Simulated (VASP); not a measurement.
# Al3GaO6 (Cm) in VASP: relaxation of cell and atoms with PBEsol

Aim: the relaxation of cell and atoms of Al3GaO6 with PBEsol.

All numbers are computed with VASP 6.6.1; they aren't measurements. Logs are shortened: lines on timing, memory, paths and dates and some standing lists are left out, and cuts for length are marked.

**1. The cell of the first run**

Symmetry: Cm, No. 8, monoclinic system. Conventional cell: a = 12.188 Å, b = 3.031 Å, c = 5.786 Å, α = 90.00°, β = 103.83°, γ = 90.00°. Within 2.4 Å of Al (site symmetry m) lie 4 O at 1.83 to 1.86 Å. Within 2.6 Å of Al (site symmetry m) lie 6 O at 1.93 to 2.07 Å. Al (site symmetry m) has 6 O at 1.93 to 2.07 Å within 2.6 Å. Ga (site symmetry m) has 4 O at 1.83 to 1.86 Å within 2.4 Å. O (site symmetry m) has 3 Al at 1.83 to 1.93 Å within 2.4 Å. O (site symmetry m) has 1 Ga at 1.83 Å and 2 Al at 1.93 Å within 2.4 Å. O (site symmetry m) has 4 Al at 1.86 to 2.07 Å and 3 O at 2.60 to 2.64 Å within 2.7 Å. O (site symmetry m) has 1 Ga at 1.86 Å and 3 Al at 2.00 to 2.07 Å and 3 O at 2.60 to 2.64 Å within 2.7 Å.

**2. Relaxation of cell and atoms, PBEsol**

File INCAR:

```
SYSTEM = Al3GaO6
  PREC = Accurate
  ENCUT = 600
  EDIFF = 1E-6
  ISMEAR = 0
  SIGMA = 0.1
  LREAL = .FALSE.
  LASPH = .TRUE.
  NELM = 100
  ALGO = Normal
  ISIF = 3
  LWAVE = .FALSE.
  LCHARG = .FALSE.
  GGA = PS
  IBRION = 2
  NSW = 100
  EDIFFG = -0.05
```

File KPOINTS:

```
Automatic mesh
0
G
  6 6 4
  0 0 0
```

File POSCAR:

```
Al3GaO6
1.0
    6.0940705700     -1.5153350000      0.0000000000
    6.0940705700      1.5153350000      0.0000000000
   -1.3830545500      0.0000000000      5.6180891700
Al Ga O
3 1 6
Direct
    0.0905000000      0.0905000000      0.7946000000
    0.6586600000      0.6586600000      0.3140200000
    0.3413400000      0.3413400000      0.6859800000
    0.9095000000      0.9095000000      0.2054000000
    0.1645000000      0.1645000000      0.1098000000
    0.8355000000      0.8355000000      0.8902000000
    0.1733000000      0.1733000000      0.5632000000
    0.8267000000      0.8267000000      0.4368000000
    0.4959000000      0.4959000000      0.2566000000
    0.5041000000      0.5041000000      0.7434000000
```

Potentials or basis: VASP PAW PBE potentials, release 64 (Al, Ga_d, O).

Started as:

```
$ cat potpaw_PBE.64/Al/POTCAR potpaw_PBE.64/Ga_d/POTCAR potpaw_PBE.64/O/POTCAR > POTCAR
$ mpirun -np 1 vasp_std > vasp.out
```

OUTCAR:

```text
SYSTEM = Al3GaO6
   PREC = Accurate
   ENCUT = 600
   EDIFF = 1E-6
   ISMEAR = 0
   LREAL = .FALSE.
   LASPH = .TRUE.
   NELM = 100
   ISIF = 3
   GGA = PS
   IBRION = 2
   NSW = 100
   EDIFFG = -0.05

 ion  position               nearest neighbor table
   1  0.090  0.090  0.795-  10 1.83  10 1.83   5 1.83   7 1.86   3 3.27   2 3.29   2 3.29   3 3.32
                             3 3.32
   2  0.659  0.659  0.314-   9 1.93   5 1.93   5 1.93   8 2.00   7 2.07   7 2.07   3 3.10   3 3.10
                             1 3.29   1 3.29
   3  0.341  0.341  0.686-  10 1.93   6 1.93   6 1.93   7 2.00   8 2.07   8 2.07   2 3.10   2 3.10
                             1 3.27   1 3.32   1 3.32
   4  0.910  0.910  0.205-   9 1.83   9 1.83   6 1.83   8 1.86
   5  0.164  0.164  0.110-   1 1.83   2 1.93   2 1.93
   6  0.836  0.836  0.890-   4 1.83   3 1.93   3 1.93
   7  0.173  0.173  0.563-   1 1.86   3 2.00   2 2.07   2 2.07
   8  0.827  0.827  0.437-   4 1.86   2 2.00   3 2.07   3 2.07
   9  0.496  0.496  0.257-   4 1.83   4 1.83   2 1.93
  10  0.504  0.504  0.743-   1 1.83   1 1.83   3 1.93

  LATTYP: Found a base centered monoclinic cell.
 ALAT       =    12.1881411400
 B/A-ratio  =     0.2486572780
 C/A-ratio  =     0.4747093499
 COS(beta)  =    -0.2390419095

  Lattice vectors:

 A1 = (   6.0940705700,  -1.5153350000,   0.0000000000)
 A2 = (   6.0940705700,   1.5153350000,   0.0000000000)
 A3 = (  -1.3830545500,   0.0000000000,   5.6180891700)

Analysis of symmetry for initial positions (statically):
=====================================================================
 Subroutine PRICEL returns:
 Original cell was already a primitive cell.

 Routine SETGRP: Setting up the symmetry group for a
 base centered monoclinic supercell.

 Subroutine GETGRP returns: Found  2 space group operations
 (whereof  2 operations were pure point group operations)
 out of a pool of  4 trial point group operations.

The static configuration has the point symmetry C_1h.

Analysis of symmetry for dynamics (positions and initial velocities):
=====================================================================
 Subroutine PRICEL returns:
 Original cell was already a primitive cell.

 Routine SETGRP: Setting up the symmetry group for a
 base centered monoclinic supercell.

 Subroutine GETGRP returns: Found  2 space group operations
 (whereof  2 operations were pure point group operations)
 out of a pool of  4 trial point group operations.

The dynamic configuration has the point symmetry C_1h.

[... 136 lines left out ...]
  Fermi-wavevector in a.u.,A,eV,Ry     =   1.348567  2.548422 24.744009  1.818633
  Thomas-Fermi vector in A             =   2.476225
   LORBIT       =      0    0 simple, 1 ext, 2 COOP (PROOUT), +10 PAW based schemes
   GGA     = PS    functional components
   LHFCALC =     F    Hartree Fock is set to
   AEXX    =    0.0000 exact exchange contribution
   IVDW    =     0    specifies the selected vdW correction
   LEPSILON=     F    determine dielectric tensor
   LRPA    =     F    only Hartree local field effects (RPA)
 conjugate gradient relaxation of ions
 non-spin polarized calculation
 Gauss-broadening in eV      SIGMA  =   0.10
  energy-cutoff  :      600.00
  volume of cell :      103.76
 maximum number of plane-waves:      3506
   NGX = 25   NGY = 25   NGZ = 23

--------------------------------------- Ionic step        1  -------------------------------------------

 number of electron      58.0000000 magnetization

 Free energy of the ion-electron system (eV)
  ---------------------------------------------------
  ext. energy  EPLUGINS =         0.00000000
  ---------------------------------------------------
  free energy    TOTEN  =       -74.33616903 eV

  energy without entropy =      -74.33616903  energy(sigma->0) =      -74.33616903

------------------------ aborting loop because EDIFF is reached ----------------------------------------

  FORCE on cell =-STRESS in cart. coord.  units (eV):
  Direction    XX          YY          ZZ          XY          YZ          ZX
  --------------------------------------------------------------------------------------
  -------------------------------------------------------------------------------------
  Total       -7.9562591     -9.5448435     -7.5101213      0.0000000      0.0000000     -0.6555888
  in kB     -122.8527102   -147.3820643   -115.9638903      0.0000000      0.0000000    -10.1229556
  external PRESSURE =    -128.7328883 kB  Pullay stress =       0.0000000 kB
[... 113 lines left out ...]
  FREE ENERGIE OF THE ION-ELECTRON SYSTEM (eV)
  ---------------------------------------------------
  free  energy   TOTEN  =       -74.7289533339 eV

  energy  without entropy=      -74.7289533339  energy(sigma->0) =      -74.72895333

[... ionic steps 4 to 7 ...]

--------------------------------------- Ionic step        8  -------------------------------------------

 number of electron      58.0000003 magnetization

------------------------ aborting loop because EDIFF is reached ----------------------------------------
[... 83 lines left out ...]
--------------------------------------- Ionic step       10  -------------------------------------------

 number of electron      58.0000004 magnetization

 Free energy of the ion-electron system (eV)
  ---------------------------------------------------
  ext. energy  EPLUGINS =         0.00000000
  ---------------------------------------------------
  free energy    TOTEN  =       -74.75243187 eV

  energy without entropy =      -74.75243187  energy(sigma->0) =      -74.75243187

 E-fermi :   5.3955     XC(G=0): -11.5219

 val. band max:        4.9911404874   @ k =   0.5000   0.5000   0.5000
 cond. band min:       8.6957464512   @ k =   0.0000   0.0000   0.0000
 fundamental gap:      3.7046059638
 Fermi energy:         5.3954597622

 k-point     1 :       0.0000    0.0000    0.0000
  band No.  band energies     occupation
      1     -14.2212      2.00000
      2     -12.9901      2.00000
      3     -12.5305      2.00000
      4     -12.3435      2.00000
      5     -12.1885      2.00000
      6     -11.7971      2.00000
[... 901 lines left out ...]
     34      14.7448      0.00000
     35      15.1455      0.00000

 [... further k-points ...]

------------------------ aborting loop because EDIFF is reached ----------------------------------------

  FORCE on cell =-STRESS in cart. coord.  units (eV):
  Direction    XX          YY          ZZ          XY          YZ          ZX
  --------------------------------------------------------------------------------------
  -------------------------------------------------------------------------------------
  Total       -0.0211946      0.0789452     -0.0248271      0.0000000      0.0000000      0.0458538
  in kB       -0.3520434      1.3112825     -0.4123788      0.0000000      0.0000000      0.7616335
  external PRESSURE =       0.1822868 kB  Pullay stress =       0.0000000 kB
[... 25 lines left out ...]
  FREE ENERGIE OF THE ION-ELECTRON SYSTEM (eV)
  ---------------------------------------------------
  free  energy   TOTEN  =       -74.7524318684 eV

  energy  without entropy=      -74.7524318683  energy(sigma->0) =      -74.75243187

 reached required accuracy - stopping structural energy minimisation
```

Wall time 36 min (1 thread of Intel Xeon Platinum 8488C (Sapphire Rapids), shared host); peak memory 0.46 GiB.

Results:

```yaml
Free_energy: -74.7524 eV
Relaxed_volume: 9.65 Å³/atom
Relaxed_cell: a = 6.137 Å, b = 6.137 Å, c = 5.682 Å, α = 103.77°, β = 103.77°, γ = 27.71°
Space_group_after_relaxing_to_0.1_Å: Cm (No. 8)
Energy_gained_by_relaxing: 41.6 meV/atom
Ionic_steps: 10
Pressure_after_relaxing: 0.0 GPa
Largest_force_after_relaxing: 0.040 eV/Å
Band_gap_on_the_k_mesh: 3.70 eV (least direct gap 3.88 eV)
```

Forces in eV/Å, atoms in the order of the input:
```
Al   0.006  0.000  0.013
Al  -0.008  0.000  0.011
Al   0.008  0.000 -0.025
Ga   0.012  0.000 -0.038
O   -0.009  0.000 -0.002
O    0.002  0.000 -0.003
O    0.010  0.000  0.004
O   -0.021  0.000  0.005
O   -0.010  0.000  0.009
O    0.010  0.000  0.026
```

Step by step:
```
step  energy change (eV)  largest force (eV/Å)  pressure (GPa)  volume (Å³)
   1              0.0000                1.1701          -12.87       103.76
   2             -0.1962                0.9230           12.85        91.73
   3             -0.3928                0.7717            0.74        96.42
   4             -0.4077                0.4545           -0.27        96.56
   5             -0.4125                0.1384            0.03        96.51
   6             -0.4151                0.1330           -0.12        96.55
   7             -0.4151                0.1281           -0.11        96.55
   8             -0.4159                0.0600            0.01        96.48
   9             -0.4159                0.0671            0.02        96.47
  10             -0.4163                0.0400            0.02        96.46
```

Final structure:
```
Al Ga O
1.0
     5.95854   -1.46941   -0.02203
     5.95854    1.46941   -0.02203
    -1.37261    0.00000    5.51350
Al Ga O
3 1 6
Direct
  0.09068 0.09068 0.79527
  0.65959 0.65959 0.31685
  0.34107 0.34107 0.68245
  0.90823 0.90823 0.20332
  0.16281 0.16281 0.10869
  0.83479 0.83479 0.88244
  0.17286 0.17286 0.56563
  0.82484 0.82484 0.44054
  0.50095 0.50095 0.26056
  0.50419 0.50419 0.74425
```

Levels at points of the mesh, in eV from the valence-band top:
```
           k point  band 26  band 27  band 28  band 29  band 30  band 31  band 32  band 33
(0.00, 0.00, 0.00)    -0.88    -0.66    -0.45    -0.17     3.70     6.51     7.29     8.13
(0.50, 0.00, 0.00)    -1.49    -1.05    -0.83    -0.30     6.61     6.92     7.66     8.43
(0.50, 0.50, 0.00)    -1.37    -1.26    -0.66    -0.33     5.08     6.29     6.46     8.12
(0.00, 0.00, 0.50)    -1.17    -0.97    -0.72    -0.43     5.32     6.39     7.92     8.23
(0.50, 0.00, 0.50)    -1.40    -1.32    -0.93    -0.86     7.49     7.61     8.06     9.03
(0.50, 0.50, 0.50)    -1.16    -1.14    -0.70     0.00     5.61     6.89     7.26     7.42
```

Caveat: the PAW data sets were made with another functional, which shifts forces and pressure a little; the relaxation stopped at a loose force limit of 0.05 eV/Å, so its end isn't a converged minimum.
